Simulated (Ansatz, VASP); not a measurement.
## Two plane-wave programs on Ba4Ti4HO12

```
Ba Ti O H
1.0
     5.65473    3.26476    4.63679
    -5.65473    3.26476    4.63679
     0.00000   -3.26476    2.31839
Ba Ti O H
4 4 12 1
Direct
  0.02253 0.02253 0.00597
  0.00780 0.51094 0.00206
  0.51094 0.00780 0.00206
  0.49850 0.49850 0.00055
  0.25961 0.25961 0.50419
  0.25630 0.76191 0.50284
  0.76191 0.25630 0.50284
  0.73416 0.73416 0.48959
  0.25979 0.25979 0.00265
  0.00977 0.26041 0.50392
  0.26041 0.00977 0.50392
  0.25295 0.76106 0.00478
  0.99456 0.77916 0.50637
  0.25248 0.51260 0.50343
  0.76106 0.25295 0.00478
  0.51260 0.25248 0.50343
  0.77916 0.99456 0.50637
  0.74169 0.74169 0.00935
  0.50119 0.75550 0.50446
  0.75550 0.50119 0.50446
  0.90551 0.90551 0.50881
```

Alike in both runs: functional PBEsol; k mesh 2 × 2 × 4; occupations gaussian, width 0.02 eV; no spin polarisation.

Ansatz relaxed the structure, and its values are those at the end. VASP's run is a single point on that final structure, the one shown.

|  | VASP | Ansatz |
| --- | --- | --- |
| version | VASP 6.6.1 | Ansatz 0.2.0 |
| potentials or method | VASP PAW PBE potentials, release 64 (Ba_sv, Ti_sv, O, H), cutoff 520 eV | plane waves, PAW |
| valence electrons in the cell | 161 | 161 |

VASP gave:

- gap on the k mesh at the Fermi level (eV): none
- rms of the force components (eV/Å): 0.020

Task: What did Ansatz give for the same quantities?

Result: gap on the k mesh at the Fermi level (eV): none; rms of the force components (eV/Å): 0.008.

VASP's potentials were made for PBE, not for PBEsol. A gap of «none» marks a metal or a gap that the smearing closes.

The k mesh is coarse, so the values compare programs but aren't converged. Spin-orbit coupling is off throughout.
